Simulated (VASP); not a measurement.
VHg2, 6 atoms in the cell. It takes space group Cmcm (No. 63, orthorhombic). The conventional cell has a = 9.359 Å, b = 5.308 Å, c = 5.168 Å, α = 90.00°, β = 90.00°, γ = 90.00°. Within 4.0 Å of Hg (site symmetry m) lie 9 Hg at 3.00 to 3.94 Å and 5 V at 3.05 to 3.09 Å. V (site symmetry m2m) has 10 Hg at 3.05 to 3.09 Å and 4 V at 3.48 to 3.94 Å within 4.0 Å. 

* Program: VASP 6.6.1
* Task: single point
* Functional: r2SCAN
* Potentials or basis: VASP PAW PBE potentials, release 64 (Hg, V_sv)
* Cutoff: 520 eV
* k mesh: 4 × 4 × 4
* Occupations: fermi-dirac, width 0.1 eV
* Spin: no spin polarisation
* Dipole correction: no
* Further INCAR settings: ALGO = Normal; EDIFF = 1e-06; NBANDS = 46

Potentials or basis: VASP PAW PBE potentials, release 64 (Hg, V_sv).

Command:

```bash
$ cat potpaw_PBE.64/Hg/POTCAR potpaw_PBE.64/V_sv/POTCAR > POTCAR
$ cp INCAR.step1 INCAR
$ mpirun -np 1 vasp_std > vasp.out
$ cp INCAR.step2 INCAR
$ mpirun -np 1 vasp_std > vasp.out
```

Hardware: 1 thread of AMD EPYC 9R45 (Zen 5) (shared host).

Task: How long does it take, and how much memory?

Result: Run time: 4 min on 1 thread of AMD EPYC 9R45 (Zen 5) (shared host), peak memory 0.27 GiB. Counts: k points 21.
